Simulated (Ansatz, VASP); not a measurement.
# CdBr in VASP and in Ansatz

```
Cd Br
1.0
     0.00000    3.09274    3.09274
     3.09274    0.00000    3.09274
     3.09274    3.09274    0.00000
Cd Br
1 1
Direct
  0.00000 0.00000 0.00000
  0.50000 0.50000 0.50000
```

Change from the starting cell: volume scaled by 1.02.

Alike in both runs: task single point; functional PBE; k mesh 8 × 8 × 8; occupations fermi-dirac, width 0.05 eV; no spin polarisation.

|  | VASP | Ansatz |
| --- | --- | --- |
| version | VASP 6.6.1 | Ansatz 0.2.0 |
| potentials or method | VASP PAW PBE potentials, release 64 (Cd, Br), cutoff 520 eV | all-electron LAPW, scalar-relativistic |

VASP gave:

| Property | Result |
| --- | --- |
| gap on the k mesh at the Fermi level (eV) | none |
| pressure (GPa) | 0.6 |

Task: Which values does Ansatz return?

Result: gap on the k mesh at the Fermi level (eV): none; pressure (GPa): 0.5.

A gap of «none» marks a metal or a gap that the smearing closes. Ansatz ran all-electron here, and VASP with PAW potentials.
